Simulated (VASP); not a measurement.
# WSe2 in VASP: a series of runs

The runs below take WSe2 through single point, with r2SCAN.

Program: VASP 6.6.1. These are calculated values, not measurements. Logs are shortened: lines on timing, memory, paths and dates and some standing lists are left out, and cuts for length are marked.

**1. The cell of the first run**

The cell holds a slab with vacuum, 9 atoms: a = 3.215 Å, b = 3.215 Å, c = 30.694 Å, α = 90.00°, β = 90.00°, γ = 120.00°.

**2. Single point, r2SCAN (strain -0.030 along x and y, +0.030 along z)**

The input, POSCAR:

```
WSe2
1.0
    3.2149914222      0.0000000000      0.0000000000
   -1.6074957111      2.7842642446      0.0000000000
    0.0000000000      0.0000000000     30.6940937020
W Se
3 6
Direct
    0.6666666667      0.3333333333      0.0000000000
    0.3333333333      0.6666666667      0.7699395294
    0.3333333333      0.6666666667      0.2300604706
    0.3333333333      0.6666666667      0.0557735259
    0.6666666667      0.3333333333      0.8257181867
    0.6666666667      0.3333333333      0.2857987534
    0.3333333333      0.6666666667      0.9442264741
    0.6666666667      0.3333333333      0.7142012466
    0.6666666667      0.3333333333      0.1742818133
```

The input, INCAR.step1:

```
ALGO     = Normal         # electronic algorithm
EDIFF    = 1E-4           # SCF threshold, eV
ENCUT    = 520            # plane-wave cutoff, eV
GGA      = PE             # functional
ISMEAR   = 0              # smearing method
LASPH    = T              # aspherical terms in the spheres
LCHARG   = F              # write CHGCAR
LREAL    = F              # projectors in reciprocal space
LWAVE    = T              # write WAVECAR
NBANDS   = 49             # bands
NELM     = 60             # most SCF steps
PREC     = Accurate       # precision mode
SIGMA    = 0.05           # smearing width, eV
```

The input, INCAR.step2:

```
ALGO     = Normal         # electronic algorithm
EDIFF    = 1E-6           # SCF threshold, eV
ENCUT    = 520            # plane-wave cutoff, eV
ISIF     = 2              # what is computed and relaxed
ISMEAR   = 0              # smearing method
ISTART   = 1            
LASPH    = T              # aspherical terms in the spheres
LCHARG   = F              # write CHGCAR
LMIXTAU  = T            
LREAL    = F              # projectors in reciprocal space
LWAVE    = F              # write WAVECAR
METAGGA  = R2SCAN         # meta-GGA
NBANDS   = 49             # bands
NELM     = 60             # most SCF steps
PREC     = Accurate       # precision mode
SIGMA    = 0.05           # smearing width, eV
```

The input, KPOINTS:

```
k-points
0
Gamma
  12 12 1
```

Potentials or basis: VASP PAW PBE potentials, release 64 (W_sv, Se).

Command:

```sh
> cat potpaw_PBE.64/W_sv/POTCAR potpaw_PBE.64/Se/POTCAR > POTCAR
> cp INCAR.step1 INCAR
> mpirun -np 1 vasp_std > vasp.out
> cp INCAR.step2 INCAR
> mpirun -np 1 vasp_std > vasp.out
```

OUTCAR:

```text
EDIFF = 1E-6
   ENCUT = 520
   ISIF = 2
   ISMEAR = 0
   ISTART = 1
   LASPH = T
   LREAL = F
   METAGGA = R2SCAN
   NELM = 60
   PREC = Accurate

 ion  position               nearest neighbor table
   1  0.667  0.333  0.000-   4 2.53   7 2.53   4 2.53   7 2.53   4 2.53   7 2.53
   2  0.333  0.667  0.770-   8 2.52   8 2.52   8 2.52   5 2.53   5 2.53   5 2.53
   3  0.333  0.667  0.230-   6 2.52   6 2.52   6 2.52   9 2.53   9 2.53   9 2.53
   4  0.333  0.667  0.056-   1 2.53   1 2.53   1 2.53
   5  0.667  0.333  0.826-   2 2.53   2 2.53   2 2.53
   6  0.667  0.333  0.286-   3 2.52   3 2.52   3 2.52
   7  0.333  0.667  0.944-   1 2.53   1 2.53   1 2.53
   8  0.667  0.333  0.714-   2 2.52   2 2.52   2 2.52
   9  0.667  0.333  0.174-   3 2.53   3 2.53   3 2.53

  LATTYP: Found a hexagonal cell.
 ALAT       =     3.2149914222
 C/A-ratio  =     9.5471774792

  Lattice vectors:

 A1 = (   3.2149914222,   0.0000000000,   0.0000000000)
 A2 = (  -1.6074957111,   2.7842642446,   0.0000000000)
 A3 = (   0.0000000000,   0.0000000000,  30.6940937020)

Analysis of symmetry for initial positions (statically):
=====================================================================
 Subroutine PRICEL returns:
 Original cell was already a primitive cell.

 Routine SETGRP: Setting up the symmetry group for a
 hexagonal supercell.

 Subroutine GETGRP returns: Found 12 space group operations
 (whereof 12 operations were pure point group operations)
 out of a pool of 24 trial point group operations.

The static configuration has the point symmetry D_3h.

Analysis of symmetry for dynamics (positions and initial velocities):
=====================================================================
 Subroutine PRICEL returns:
 Original cell was already a primitive cell.

 Routine SETGRP: Setting up the symmetry group for a
 hexagonal supercell.

 Subroutine GETGRP returns: Found 12 space group operations
 (whereof 12 operations were pure point group operations)
 out of a pool of 24 trial point group operations.

The dynamic configuration has the point symmetry D_3h.

 Subroutine INISYM returns: Found 12 space group operations
 (whereof 12 operations are pure point group operations),
 and found     1 'primitive' translations

----------------------------------------------------------------------------------------

                                     Primitive cell
[... 98 lines left out ...]
   NELM   =     60;   NELMIN=  2; NELMDL=  0     # of ELM steps
   EDIFF  = 0.1E-05   stopping-criterion for ELM
   LREAL  =      F    real-space projection
[... 7 lines left out ...]
   TEBEG  =    0.0;   TEEND  =   0.0 temperature during run
   PSTRESS=    0.0 pullay stress
   NELECT =      78.0000    total number of electrons
   NUPDOWN=      -1.0000    fix difference up-down
   EMIN   =  10.00;   EMAX   =-10.00  energy-range for DOS
   EFERMI =   0.00;   METHOD = LEGACY
   ISMEAR =     0;   SIGMA  =   0.05  broadening in eV -4-tet -1-fermi 0-gaus
   EFERMI_NEDOS =   21; number of points for ismear=-14 and -15
   IALGO  =     38    algorithm
   IMIX   =      4    mixing-type and parameters
     AMIX     =   0.40;   BMIX     =  1.00
     AMIX_MAG =   1.60;   BMIX_MAG =  1.00
  volume/ion in A,a.u.               =      30.53       206.02
  Fermi-wavevector in a.u.,A,eV,Ry     =   1.075948  2.033247 15.750980  1.157664
  Thomas-Fermi vector in A             =   2.211819
   LORBIT       =      0    0 simple, 1 ext, 2 COOP (PROOUT), +10 PAW based schemes
   METAGGA = R2SCAN    functional components
   LHFCALC =     F    Hartree Fock is set to
   AEXX    =    0.0000 exact exchange contribution
   IVDW    =     0    specifies the selected vdW correction
   LEPSILON=     F    determine dielectric tensor
   LRPA    =     F    only Hartree local field effects (RPA)
 non-spin polarized calculation
 Gauss-broadening in eV      SIGMA  =   0.05
  energy-cutoff  :      520.00
  volume of cell :      274.75
 maximum number of plane-waves:      7476
 NGX is ok and might be reduce to    24
   NGX = 11   NGY = 11   NGZ =115

 number of electron      78.0000011 magnetization

 Free energy of the ion-electron system (eV)
  ---------------------------------------------------
  ext. energy  EPLUGINS =         0.00000000
  ---------------------------------------------------
  free energy    TOTEN  =      -245.05586235 eV

  energy without entropy =     -245.05586235  energy(sigma->0) =     -245.05586235

 E-fermi :   2.3764     XC(G=0):  -7.8128

 val. band max:        2.1149404885   @ k =   0.3333   0.3333   0.0000
 cond. band min:       3.5285355124   @ k =   0.1667   0.1667   0.0000
 fundamental gap:      1.4135950238
 Fermi energy:         2.3764045547

 k-point     1 :       0.0000    0.0000    0.0000
  band No.  band energies     occupation
      1     -73.8311      2.00000
      2     -73.8306      2.00000
      3     -73.8306      2.00000
      4     -37.4785      2.00000
      5     -37.4779      2.00000
      6     -37.4779      2.00000
[... 977 lines left out ...]
     48       5.8901      0.00000
     49       7.4786      0.00000

------------------------ aborting loop because EDIFF is reached ----------------------------------------

  FORCE on cell =-STRESS in cart. coord.  units (eV):
  Direction    XX          YY          ZZ          XY          YZ          ZX
  --------------------------------------------------------------------------------------
  -------------------------------------------------------------------------------------
  Total        8.3468623      8.3468623     -2.1437471     -0.0000000     -0.0000000      0.0000000
  in kB       48.6730712     48.6730712    -12.5008359     -0.0000000     -0.0000000      0.0000000
  external PRESSURE =      28.2817688 kB  Pullay stress =       0.0000000 kB

 VOLUME and BASIS-vectors are now :
 -----------------------------------------------------------------------------
  energy-cutoff  :      520.00
  volume of cell :      274.75
      direct lattice vectors                 reciprocal lattice vectors
     3.214991422  0.000000000  0.000000000     0.311042821  0.179580656  0.000000000
    -1.607495711  2.784264245  0.000000000     0.000000000  0.359161312  0.000000000
     0.000000000  0.000000000 30.694093702     0.000000000  0.000000000  0.032579558

 POSITION                                       TOTAL-FORCE (eV/Angst)
 -----------------------------------------------------------------------------------
      1.60750      0.92809      0.00000        -0.000000      0.000000      0.000000
     -0.00000      1.85618     23.63260         0.000000      0.000000      0.000666
     -0.00000      1.85618      7.06150         0.000000     -0.000000     -0.000666
     -0.00000      1.85618      1.71192         0.000000     -0.000000     -0.185290
      1.60750      0.92809     25.34467         0.000000     -0.000000     -0.185206
      1.60750      0.92809      8.77233        -0.000000     -0.000000     -0.196862
     -0.00000      1.85618     28.98218         0.000000     -0.000000      0.185290
      1.60750      0.92809     21.92176        -0.000000      0.000000      0.196862
      1.60750      0.92809      5.34942         0.000000     -0.000000      0.185206
 -----------------------------------------------------------------------------------
    total drift:                                0.000001     -0.000001      0.000000

  FREE ENERGIE OF THE ION-ELECTRON SYSTEM (eV)
  ---------------------------------------------------
  free  energy   TOTEN  =      -245.0558623522 eV

  energy  without entropy=     -245.0558623522  energy(sigma->0) =     -245.05586235
```

OUTCAR.step1:

```text
EDIFF = 1E-4
   ENCUT = 520
   GGA = PE
   ISMEAR = 0
[... 1230 lines left out ...]
      1.60750      0.92809      8.77233        -0.000000     -0.000000      0.180685
     -0.00000      1.85618     28.98218        -0.000000     -0.000000     -0.148384
      1.60750      0.92809     21.92176        -0.000000     -0.000000     -0.180685
      1.60750      0.92809      5.34942         0.000000     -0.000000     -0.147559
 -----------------------------------------------------------------------------------
    total drift:                                0.000000     -0.000000      0.000000

  FREE ENERGIE OF THE ION-ELECTRON SYSTEM (eV)
  ---------------------------------------------------
  free  energy   TOTEN  =       -64.5729474641 eV

  energy  without entropy=      -64.5729474641  energy(sigma->0) =      -64.57294746
```

Run time: 16 min. Hardware: 1 thread of Intel Xeon Platinum 8488C (Sapphire Rapids), shared host; peak memory 0.48 GiB.

What came out:

* Free energy: -245.0559 eV
* Largest force: 0.197 eV/Å
* Band gap on the k mesh: 1.41 eV (least direct gap 2.07 eV)

Forces in eV/Å, atoms in the order of the input:
```
W    0.000  0.000  0.000
W    0.000  0.000  0.001
W    0.000  0.000 -0.001
Se   0.000  0.000 -0.185
Se   0.000  0.000 -0.185
Se   0.000  0.000 -0.197
Se   0.000  0.000  0.185
Se   0.000  0.000  0.197
Se   0.000  0.000  0.185
```

Levels at points of the mesh, in eV from the valence-band top:
```csv
k point,band 35,band 36,band 37,band 38,band 39,band 40,band 41,band 42,band 43,band 44
"(0.00, 0.00, 0.00)",-1.06,-1.06,-0.96,-0.61,-0.33,3.31,3.31,3.32,3.32,3.33
"(0.50, 0.00, 0.00)",-1.19,-1.19,-0.84,-0.81,-0.78,2.89,2.89,2.90,2.91,3.03
```

Caveat: the cell differs from its parent crystal (strain -0.030 along x and y, +0.030 along z); there is no dipole correction, which matters where the two faces differ; the PAW data sets were made with another functional, which shifts forces and pressure a little; spin-orbit coupling is left out, which moves the levels of the heavy elements.

(Part 1 of 2 ends here.)
